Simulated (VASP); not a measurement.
Ir:

```
CELL_PARAMETERS angstrom
0.00000 1.91970 1.91970
1.91970 0.00000 1.91970
1.91970 1.91970 0.00000
ATOMIC_POSITIONS crystal
Ir 0.00000 0.00000 0.00000
```

- Program: VASP 6.6.1
- Task: relaxation of cell and atoms
- Functional: BLYP
- Potentials or basis: VASP PAW PBE potentials, release 64 (Ir)
- Cutoff: 600 eV
- k mesh: 14 × 14 × 14
- Occupations: fermi-dirac, width 0.05 eV
- Spin: collinear spin, ferromagnetic start
- Starting moments: [1.0] μB

At the start: pressure 30.1 GPa; volume 14.15 Å³/atom.

**Question.** How do energy, volume and symmetry change on relaxing?

**Answer.** Over 5 steps the energy falls by 105.8 meV/atom and the volume is 15.38 Å³/atom (+8.7 %); space group Fm-3m (No. 225, to 0.05 Å); moment 0.00 μB per cell.

Step by step:
```
step  energy change (eV)  largest force (eV/Å)  pressure (GPa)  volume (Å³)
   1              0.0000                0.0000           30.08        14.15
   2              0.6903                0.0000          -38.17        20.32
   3             -0.1042                0.0000           -3.06        15.55
   4             -0.1058                0.0000           -0.49        15.40
   5             -0.1058                0.0000            0.01        15.38
```

Final structure:
```xyz
1
Lattice="0.0000 1.9737 1.9737 1.9737 0.0000 1.9737 1.9737 1.9737 0.0000" Properties=species:S:1:pos:R:3 pbc="T T T"
Ir    0.0000    0.0000    0.0000
```

Caveat: the PAW data sets were made with another functional, which shifts forces and pressure a little.
